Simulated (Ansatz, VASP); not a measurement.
## Cd2S: VASP beside Ansatz

```xyz
3
Lattice="3.8563 0.0000 0.0000 -1.9282 3.3397 0.0000 0.0000 0.0000 5.7404" Properties=species:S:1:pos:R:3 pbc="T T T"
Cd    1.9282    1.1132    3.2065
Cd    0.0000    2.2264    5.4799
S     0.0000    2.2264    2.0892
```

Alike in both runs: task single point; functional PBE; k mesh 12 × 12 × 6; occupations gaussian, width 0.05 eV; no spin polarisation.

|  | VASP | Ansatz |
| --- | --- | --- |
| version | VASP 6.6.1 | Ansatz 0.2.0 |
| potentials or method | VASP PAW PBE potentials, release 64 (Cd, S), cutoff 520 eV | scalar-relativistic, plane waves, PAW |
| valence electrons in the cell | 30 | 46 |

VASP gave:

| Property | Result |
| --- | --- |
| gap on the k mesh at the Fermi level (eV) | none |
| pressure (GPa) | 5.6 |
| traceless stress, the component that is largest in VASP (GPa) | 3.21 |
| rms of the force components (eV/Å) | 0.644 |

Task: Which values does Ansatz return?

Result: gap on the k mesh at the Fermi level (eV): none; pressure (GPa): 5.2; traceless stress, the component that is largest in VASP (GPa): 3.06; rms of the force components (eV/Å): 0.618.

Atom by atom the forces differ by 0.025 eV/Å (rms over components). A gap of «none» marks a metal or a gap that the smearing closes. VASP's potentials hold 30 valence electrons a cell and Ansatz's 46, so a difference there can come from the potentials and not from the codes.
